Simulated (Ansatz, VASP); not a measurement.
# B in VASP and in Ansatz

File INCAR:

```
SYSTEM = B
ALGO = Normal
EDIFF = 1E-6
EDIFFG = -0.04
ENCUT = 600
GGA = PE
IBRION = 2
ISIF = 3
ISMEAR = 0
LASPH = .True.
LCHARG = .False.
LREAL = .False.
LWAVE = .False.
NELM = 80
NSW = 90
PREC = Accurate
SIGMA = 0.1
```

KPOINTS

```
k-points
0
Gamma
  12 12 4
  0 0 0
```

File POSCAR:

```
B
1.0
    1.7144971200      0.0000000000      0.0000000000
   -0.8572485600      1.4847980600      0.0000000000
    0.0000000000      0.0000000000      3.7886727800
B
2
Direct
    0.3333333300      0.6666666700      0.0000000000
    0.6666666700      0.3333333300      0.0000000000
```

Input for Ansatz:

```yaml
crystal:
  lattice:
    - [1.71449712, 0.0, 0.0]
    - [-0.85724856, 1.48479806, 0.0]
    - [0.0, 0.0, 3.78867278]
  atoms:
    - { symbol: B, position: [0.33333333, 0.66666667, 0.0] }
    - { symbol: B, position: [0.66666667, 0.33333333, 0.0] }
basis:
  ecutwfc: 420
kpoints:
  mp_grid: { grid: [12, 12, 4] }
hamiltonian:
  xc: pbe
scf:
  occupations: { method: gaussian, width: 0.1 }
  lower_state_search: "off"
output:
  forces: true
  stress: true
  eigenvalues: true
relax:
  adjacent_minimum: "off"
  f_tol: 0.04
  max_steps: 70
  cell: { stress_tol: 0.4 }
```

Alike in both runs: task relaxation of cell and atoms; functional PBE; k mesh 12 × 12 × 4; occupations gaussian, width 0.1 eV; no spin polarisation.

|  | VASP | Ansatz |
| --- | --- | --- |
| version | VASP 6.6.1 | Ansatz 0.2.0 |
| potentials or method | VASP PAW PBE potentials, release 64 (B), cutoff 600 eV | scalar-relativistic, plane waves, PAW |
| valence electrons in the cell | 6 | 6 |

```tsv
	VASP	Ansatz	Ansatz less VASP
gap on the k mesh at the Fermi level, each at its own relaxed structure (eV)	none	none	-
relaxed volume (Å³/atom)	7.33	7.52	+0.184
relaxed cell length with the largest relative difference (Å)	2.988	3.025	+0.0370
```

A gap of «none» marks a metal or a gap that the smearing closes.

The k mesh is coarse, so the values compare programs but aren't converged. Noted on VASP's run: the volume moved by over 15 % at a fixed basis, so the end points are rough.
